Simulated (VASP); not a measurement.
Runs of VASP 6.6.1 on C. The structure is that of space group Fd-3m (No. 227), or close to it. The cells are those of the table. 

```csv
level,cell,k mesh,cutoff (eV),gap on the mesh (eV),pressure (GPa)
r2SCAN,"a = 2.517 Å, angles 60.0°, 2 atoms",12 × 12 × 12,660,4.36,(b)
r2SCAN,"a = 2.525 Å, angles 60.0°, 2 atoms",12 × 12 × 12,660,(a),-4.0
PBE,"a = 2.525 Å, angles 60.0°, 2 atoms",10 × 10 × 10,600,4.16,0.1
PBE,"a = 2.555 Å, angles 60.0°, 2 atoms",10 × 10 × 10,600,4.09,-14.1
```

Alike in all rows: task single point; potentials or basis VASP PAW PBE potentials, release 64 (C); no spin polarisation; smearing gaussian 0.05 eV.

Problem. Fill in the values left out.

Solution. (a) 4.33; (b) 0.2.

Caveats: the PAW data sets were made with another functional, which shifts forces and pressure a little (some runs).

A k mesh can miss the band edges.
